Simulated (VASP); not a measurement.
**Br: relaxation of cell and atoms with PBEsol**

Br:

```
CELL_PARAMETERS angstrom
3.28360 -2.23390 0.00000
3.28360 2.23390 0.00000
0.00000 0.00000 8.69380
ATOMIC_POSITIONS crystal
Br 0.86100 0.13900 0.11140
Br 0.63900 0.36100 0.61140
Br 0.13900 0.86100 0.88860
Br 0.36100 0.63900 0.38860
```

```yaml
Program: VASP 6.6.1
Task: relaxation of cell and atoms
Functional: PBEsol
Potentials_or_basis: VASP PAW PBE potentials, release 64 (Br)
Cutoff: 600 eV
k_mesh: 5 × 5 × 2
Occupations: fermi-dirac, width 0.05 eV
Spin: no spin polarisation
Dipole_correction: no
Further_INCAR_settings: ALGO = Normal; EDIFF = 1e-06; IBRION = 2; EDIFFG = -0.01; NSW = 80; ISIF = 3
```

```json
{
 "Relaxed volume": "30.91 Å³/atom",
 "Relaxed cell": "a = 4.117 Å, b = 4.117 Å, c = 8.578 Å, α = 90.00°, β = 90.00°, γ = 58.26°",
 "Space group after relaxing (to 0.1 Å)": "Cmce (No. 64)",
 "Energy gained by relaxing": "43.8 meV/atom",
 "Ionic steps": "27",
 "Pressure after relaxing": "0.0 GPa",
 "Largest force after relaxing": "0.004 eV/Å",
 "Band gap on the k mesh": "1.20 eV (least direct gap 1.23 eV)"
}
```

Forces on the atoms (eV/Å):
```
Br   0.000  0.004 -0.001
Br   0.000 -0.004 -0.001
Br   0.000 -0.004  0.001
Br   0.000  0.004  0.001
```

The path:
| step | energy change (eV) | largest force (eV/Å) | pressure (GPa) | volume (Å³) |
| --- | --- | --- | --- | --- |
| 1 | 0.0000 | 0.6495 | 0.23 | 127.54 |
| 2 | -0.0348 | 0.1206 | -1.44 | 128.38 |
| 3 | -0.0356 | 0.1055 | -1.23 | 128.27 |
| 4 | -0.0788 | 0.0745 | -1.01 | 125.84 |
| 5 | -0.1380 | 0.1435 | 0.53 | 118.60 |
| 6 | -0.1393 | 0.0921 | 0.14 | 119.95 |
| 7 | -0.1397 | 0.1070 | 0.25 | 119.53 |
| 8 | -0.1459 | 0.1113 | 0.13 | 119.76 |
| 9 | -0.1561 | 0.2201 | -0.17 | 120.39 |
| 10 | -0.1617 | 0.1679 | 0.04 | 120.30 |
| 11 | -0.1674 | 0.0706 | 0.62 | 120.02 |
| 12 | -0.1709 | 0.0425 | 0.50 | 120.67 |
| 13 | -0.1734 | 0.0385 | 0.27 | 121.90 |
| 14 | -0.1742 | 0.0279 | 0.09 | 122.20 |
| 15 | -0.1743 | 0.0391 | 0.02 | 122.30 |
| 16 | -0.1744 | 0.0347 | 0.02 | 122.40 |
| 17 | -0.1748 | 0.0218 | 0.01 | 122.67 |
| 18 | -0.1750 | 0.0113 | 0.01 | 123.22 |
| 19 | -0.1750 | 0.0085 | 0.00 | 123.11 |
| 20 | -0.1751 | 0.0049 | 0.00 | 123.16 |
| 21 | -0.1752 | 0.0116 | -0.01 | 123.32 |
| 22 | -0.1751 | 0.0399 | -0.04 | 123.63 |
| 23 | -0.1752 | 0.0188 | -0.02 | 123.39 |
| 24 | -0.1753 | 0.0134 | 0.00 | 123.39 |
| 25 | -0.1753 | 0.0096 | 0.04 | 123.39 |
| 26 | -0.1753 | 0.0080 | 0.04 | 123.45 |
| 27 | -0.1754 | 0.0041 | 0.01 | 123.65 |

Final structure:
```
Br
1.0
     3.59608   -2.00404    0.00000
     3.59608    2.00404    0.00000
     0.00000    0.00000    8.57848
Br
4
Direct
  0.84790 0.15210 0.12019
  0.65210 0.34790 0.62019
  0.15210 0.84790 0.87981
  0.34790 0.65210 0.37981
```

Levels at points of the mesh, in eV from the valence-band top:
```tsv
k point	band 12	band 13	band 14	band 15	band 16	band 17
(0.00, 0.00, 0.00)	-0.69	-0.67	0.00	1.23	2.30	5.49
(0.00, 0.00, 0.50)	-1.14	-0.28	-0.28	1.54	1.54	6.12
```

Run time: 16 min on 1 thread of Oxide Virtual Turin-like Processor, with other jobs on the host, peak memory 0.24 GiB.

Caveat: this functional lacks dispersion, which holds the molecules together, so the pressure and a relaxed volume are unreliable; the PAW data sets were made with another functional, which shifts forces and pressure a little. A k mesh can miss the band edges.
